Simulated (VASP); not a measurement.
# LaGa2 (P6/mmm) in VASP: single point with LDA

Aim: the single point of LaGa2 with LDA.

Program: VASP 6.6.1. These are calculated values, not measurements. Logs are shortened: lines on timing, memory, paths and dates and some standing lists are left out, and cuts for length are marked.

### Step 1. The cell of the first run

The structure is hexagonal, space group P6/mmm (No. 191). The conventional cell has a = 4.320 Å, b = 4.320 Å, c = 4.416 Å, α = 90.00°, β = 90.00°, γ = 120.00°. La (site symmetry 6/mmm) has 12 Ga at 3.33 Å and 8 La at 4.32 to 4.42 Å within 4.5 Å. Ga (site symmetry -6m2) has 3 Ga at 2.49 Å and 6 La at 3.33 Å within 3.4 Å.

### Step 2. Single point, LDA

INCAR reads:

```
PREC = Accurate ; ENCUT = 520
EDIFF = 1E-7 ; ISMEAR = 1
SIGMA = 0.1 ; LREAL = F
LASPH = T ; NELM = 60
ALGO = Normal ; ISIF = 2
LWAVE = F ; LCHARG = F
NBANDS = 26
```

KPOINTS reads:

```
regular mesh
0
Gamma
  4 4 4
```

POSCAR reads:

```
LaGa2
1.0
    4.3200000000      0.0000000000      0.0000000000
   -2.1600000000      3.7412300000      0.0000000000
    0.0000000000      0.0000000000      4.4160000000
La Ga
1 2
Direct
    0.0000000000      0.0000000000      0.0000000000
    0.3333333333      0.6666666667      0.5000000000
    0.6666666667      0.3333333333      0.5000000000
```

Potentials or basis: VASP PAW LDA potentials, release 64 (La, Ga_d).

On the command line:

```bash
$ cat potpaw_LDA.64/La/POTCAR potpaw_LDA.64/Ga_d/POTCAR > POTCAR
$ mpirun -np 1 vasp_std > vasp.out
```

OUTCAR:

```text
PREC = Accurate
   ENCUT = 520
   EDIFF = 1E-7
   ISMEAR = 1
   LREAL = F
   LASPH = T
   NELM = 60
   ISIF = 2

 ion  position               nearest neighbor table
   1  0.000  0.000  0.000-
   2  0.333  0.667  0.500-   3 2.49   3 2.49   3 2.49
   3  0.667  0.333  0.500-   2 2.49   2 2.49   2 2.49

  LATTYP: Found a hexagonal cell.
 ALAT       =     4.3200000000
 C/A-ratio  =     1.0222222222

  Lattice vectors:

 A1 = (   4.3200000000,   0.0000000000,   0.0000000000)
 A2 = (  -2.1600000000,   3.7412300000,   0.0000000000)
 A3 = (   0.0000000000,   0.0000000000,   4.4160000000)

Analysis of symmetry for initial positions (statically):
=====================================================================
 Subroutine PRICEL returns:
 Original cell was already a primitive cell.

 Routine SETGRP: Setting up the symmetry group for a
 hexagonal supercell.

 Subroutine GETGRP returns: Found 24 space group operations
 (whereof 24 operations were pure point group operations)
 out of a pool of 24 trial point group operations.

The static configuration has the point symmetry D_6h.

Analysis of symmetry for dynamics (positions and initial velocities):
=====================================================================
 Subroutine PRICEL returns:
 Original cell was already a primitive cell.

 Routine SETGRP: Setting up the symmetry group for a
 hexagonal supercell.

 Subroutine GETGRP returns: Found 24 space group operations
 (whereof 24 operations were pure point group operations)
 out of a pool of 24 trial point group operations.

The dynamic configuration has the point symmetry D_6h.

 Subroutine INISYM returns: Found 24 space group operations
 (whereof 24 operations are pure point group operations),
 and found     1 'primitive' translations

----------------------------------------------------------------------------------------

                                     Primitive cell

  volume of cell :      71.3719

  direct lattice vectors                    reciprocal lattice vectors
     4.320000000  0.000000000  0.000000000     0.231481481  0.133645887  0.000000000
    -2.160000000  3.741230000  0.000000000     0.000000000  0.267291773  0.000000000
     0.000000000  0.000000000  4.416000000     0.000000000  0.000000000  0.226449275

  length of vectors
     4.320000000  4.320000221  4.416000000     0.267291787  0.267291773  0.226449275

  position of ions in fractional coordinates (direct lattice)
     0.000000000  0.000000000  0.000000000
     0.333333333  0.666666667  0.500000000
     0.666666667  0.333333333  0.500000000

  ion indices of the primitive-cell ions
   primitive index   ion index
                 1           1
                 2           2
                 3           3

----------------------------------------------------------------------------------------

 KPOINTS: regular mesh

Automatic generation of k-mesh.
 Grid dimensions read from file:
 generate k-points for:    4    4    4

 Generating k-lattice:

  Cartesian coordinates                     Fractional coordinates (reciprocal lattice)
     0.057870370  0.033411472  0.000000000     0.250000000  0.000000000  0.000000000
     0.000000000  0.066822943  0.000000000     0.000000000  0.250000000  0.000000000
     0.000000000  0.000000000  0.056612319     0.000000000  0.000000000  0.250000000

  Length of vectors
     0.066822947  0.066822943  0.056612319

  Shift w.r.t. Gamma in fractional coordinates (k-lattice)
     0.000000000  0.000000000  0.000000000

 Subroutine IBZKPT returns following result:
 ===========================================

 Found     12 irreducible k-points:

 Following reciprocal coordinates:
            Coordinates               Weight
  0.000000  0.000000  0.000000      1.000000
  0.250000  0.000000  0.000000      6.000000
  0.500000  0.000000  0.000000      3.000000
  0.250000  0.250000  0.000000      6.000000
  0.000000  0.000000  0.250000      2.000000
  0.250000  0.000000  0.250000     12.000000
  0.500000  0.000000  0.250000      6.000000
  0.250000  0.250000  0.250000     12.000000
  0.000000  0.000000  0.500000      1.000000
  0.250000  0.000000  0.500000      6.000000
  0.500000  0.000000  0.500000      3.000000
  0.250000  0.250000  0.500000      6.000000
   k-points           NKPTS =     12   k-points in BZ     NKDIM =     12   number of bands    NBANDS=     26
   number of dos      NEDOS =    301   number of ions     NIONS =      3
   total plane-waves  NPLWV =  36864
   dimension x,y,z NGX =    32 NGY =   32 NGZ =   36
   dimension x,y,z NGXF=    64 NGYF=   64 NGZF=   72
   ions per type =               1   2
   NGX,Y,Z   is equivalent  to a cutoff of  12.31, 12.31, 13.55 a.u.
   NGXF,Y,Z  is equivalent  to a cutoff of  24.63, 24.63, 27.11 a.u.
 SYSTEM =  unknown system
   PREC   = accura    normal or accurate (medium, high low for compatibility)
   ISTART =      0    job   : 0-new  1-cont  2-samecut
   ICHARG =      2    charge: 1-file 2-atom 10-const
   ISPIN  =      1    spin polarized calculation?
   LNONCOLLINEAR =      F non collinear calculations
   LSORBIT =      F    spin-orbit coupling
   LASPH  =      T    aspherical Exc in radial PAW
   ENCUT  =  520.0 eV  38.22 Ry    6.18 a.u.   8.03  8.03  8.21*2*pi/ulx,y,z
   NELM   =     60;   NELMIN=  2; NELMDL= -5     # of ELM steps
   EDIFF  = 0.1E-06   stopping-criterion for ELM
   LREAL  =      F    real-space projection
   EDIFFG = 0.1E-05   stopping-criterion for IOM
   NSW    =      0    number of steps for IOM
   IBRION =     -1    ionic relax: 0-MD 1-quasi-New 2-CG
   NFREE  =      0    steps in history (QN), initial steepest desc. (CG)
   ISIF   =      2    stress and relaxation
   ISYM   =      2    0-nonsym 1-usesym 2-fastsym
   POTIM  = 0.5000    time-step for ionic-motion
   TEBEG  =    0.0;   TEEND  =   0.0 temperature during run
   PSTRESS=    0.0 pullay stress
   NELECT =      37.0000    total number of electrons
   NUPDOWN=      -1.0000    fix difference up-down
   EMIN   =  10.00;   EMAX   =-10.00  energy-range for DOS
   EFERMI =   0.00;   METHOD = LEGACY
   ISMEAR =     1;   SIGMA  =   0.10  broadening in eV -4-tet -1-fermi 0-gaus
   EFERMI_NEDOS =   21; number of points for ismear=-14 and -15
   IALGO  =     38    algorithm
   IMIX   =      4    mixing-type and parameters
     AMIX     =   0.40;   BMIX     =  1.00
     AMIX_MAG =   1.60;   BMIX_MAG =  1.00
  volume/ion in A,a.u.               =      23.79       160.55
  Fermi-wavevector in a.u.,A,eV,Ry     =   1.315123  2.485222 23.531932  1.729548
  Thomas-Fermi vector in A             =   2.445328
   LORBIT       =      0    0 simple, 1 ext, 2 COOP (PROOUT), +10 PAW based schemes
   GGA     = CA    functional components
   LHFCALC =     F    Hartree Fock is set to
   AEXX    =    0.0000 exact exchange contribution
   IVDW    =     0    specifies the selected vdW correction
   LEPSILON=     F    determine dielectric tensor
   LRPA    =     F    only Hartree local field effects (RPA)
 non-spin polarized calculation
 Methfessel and Paxton  Order N= 1 SIGMA  =   0.10
  energy-cutoff  :      520.00
  volume of cell :       71.37
 maximum number of plane-waves:      1936
   NGX = 17   NGY = 17   NGZ = 17

 number of electron      36.9999997 magnetization

 Free energy of the ion-electron system (eV)
  ---------------------------------------------------
  ext. energy  EPLUGINS =         0.00000000
  ---------------------------------------------------
  free energy    TOTEN  =       -14.81551921 eV

  energy without entropy =      -14.81455515  energy(sigma->0) =      -14.81519786

 E-fermi :   6.3226     XC(G=0): -10.7156

 val. band max:        6.2972320837   @ k =   0.2500   0.0000   0.0000
 cond. band min:       6.3843389854   @ k =   0.0000   0.0000   0.0000
 fundamental gap:      0.0871069016
 Fermi energy:         6.3225780606

 k-point     1 :       0.0000    0.0000    0.0000
  band No.  band energies     occupation
      1     -25.9627      2.00000
      2      -9.7146      2.00000
      3      -9.5539      2.00000
      4      -9.5539      2.00000
      5      -8.2476      2.00000
      6      -8.1849      2.00000
[... 18 lines left out ...]
     25       8.6046      0.00000
     26       8.9140      0.00000

 k-point     2 :       0.2500    0.0000    0.0000
  band No.  band energies     occupation
      1     -25.9502      2.00000
      2      -9.7466      2.00000
      3      -9.7095      2.00000
      4      -9.5861      2.00000
      5      -8.2945      2.00000
      6      -8.2745      2.00000
[... 18 lines left out ...]
     25       8.5975      0.00000
     26       8.6458      0.00000

 k-point     3 :       0.5000    0.0000    0.0000
  band No.  band energies     occupation
      1     -25.9376      2.00000
      2      -9.9248      2.00000
      3      -9.7061      2.00000
      4      -9.6184      2.00000
      5      -8.3598      2.00000
      6      -8.3303      2.00000
[... 18 lines left out ...]
     25       8.5350      0.00000
     26       8.8037      0.00000

 k-point     4 :       0.2500    0.2500    0.0000
  band No.  band energies     occupation
      1     -25.9376      2.00000
      2      -9.8515      2.00000
      3      -9.7071      2.00000
      4      -9.6965      2.00000
      5      -8.4012      2.00000
      6      -8.2603      2.00000
[... 18 lines left out ...]
     25       8.5313      0.00000
     26       8.6820      0.00000
[... 148 lines left out ...]
      1     -25.9396      2.00000
      2      -9.9702      2.00000
      3      -9.6977      2.00000
      4      -9.5852      2.00000
      5      -8.2962      2.00000
      6      -8.2817      2.00000
[... 18 lines left out ...]
     25       8.5109      0.00000
     26       8.5120      0.00000

 k-point    11 :       0.5000    0.0000    0.5000
  band No.  band energies     occupation
      1     -25.9277      2.00000
      2      -9.9082      2.00000
      3      -9.8557      2.00000
      4      -9.6370      2.00000
      5      -8.3365      2.00000
      6      -8.3339      2.00000
[... 18 lines left out ...]
     25       8.5083      0.00000
     26       8.5504      0.00000

 k-point    12 :       0.2500    0.2500    0.5000
  band No.  band energies     occupation
      1     -25.9277      2.00000
      2      -9.9110      2.00000
      3      -9.8014      2.00000
      4      -9.6915      2.00000
      5      -8.3712      2.00000
      6      -8.2629      2.00000
[... 18 lines left out ...]
     25       8.4735      0.00000
     26       8.5347      0.00000

------------------------ aborting loop because EDIFF is reached ----------------------------------------

  FORCE on cell =-STRESS in cart. coord.  units (eV):
  Direction    XX          YY          ZZ          XY          YZ          ZX
  --------------------------------------------------------------------------------------
  -------------------------------------------------------------------------------------
  Total       -2.2475987     -2.2475990     -1.6880409      0.0000000     -0.0000000      0.0000000
  in kB      -50.4547593    -50.4547662    -37.8936394      0.0000000     -0.0000000      0.0000000
  external PRESSURE =     -46.2677216 kB  Pullay stress =       0.0000000 kB

 VOLUME and BASIS-vectors are now :
 -----------------------------------------------------------------------------
  energy-cutoff  :      520.00
  volume of cell :       71.37
      direct lattice vectors                 reciprocal lattice vectors
     4.320000000  0.000000000  0.000000000     0.231481481  0.133645887  0.000000000
    -2.160000000  3.741230000  0.000000000     0.000000000  0.267291773  0.000000000
     0.000000000  0.000000000  4.416000000     0.000000000  0.000000000  0.226449275

 POSITION                                       TOTAL-FORCE (eV/Angst)
 -----------------------------------------------------------------------------------
      0.00000      0.00000      0.00000         0.000000      0.000000      0.000000
     -0.00000      2.49415      2.20800         0.000000     -0.000000      0.000000
      2.16000      1.24708      2.20800        -0.000000      0.000000      0.000000
 -----------------------------------------------------------------------------------
    total drift:                                0.000000      0.000000      0.000000

  FREE ENERGIE OF THE ION-ELECTRON SYSTEM (eV)
  ---------------------------------------------------
  free  energy   TOTEN  =       -14.8155192095 eV

  energy  without entropy=      -14.8145551466  energy(sigma->0) =      -14.81519786
```

It took 30 s on 1 thread of Intel Xeon 8259CL, shared host; peak memory 0.17 GiB.

What came out:

```
Free energy            : -14.8155 eV
Pressure               : -4.6 GPa
Band gap on the k mesh : zero (an odd number of electrons rules out a gap without spin polarisation)
```

Levels at points of the mesh, in eV from the Fermi level:
| k point | band 15 | band 16 | band 17 | band 18 | band 19 | band 20 | band 21 | band 22 |
| --- | --- | --- | --- | --- | --- | --- | --- | --- |
| (0.00, 0.00, 0.00) | -8.91 | -0.58 | -0.58 | -0.15 | 0.06 | 0.37 | 1.83 | 1.83 |
| (0.50, 0.00, 0.00) | -6.45 | -5.82 | -0.82 | -0.72 | -0.61 | 1.51 | 1.89 | 2.00 |
| (0.00, 0.00, 0.50) | -7.78 | -3.27 | 0.37 | 0.37 | 1.05 | 1.05 | 1.58 | 1.60 |
| (0.50, 0.00, 0.50) | -7.06 | -4.76 | -1.86 | -1.29 | -0.10 | 1.56 | 2.02 | 2.08 |

Caveat: the k points lie up to 0.42 Å⁻¹ apart, too coarse for converged energies and pressures of a metal; spin-orbit coupling is left out, which moves the levels of the heavy elements.
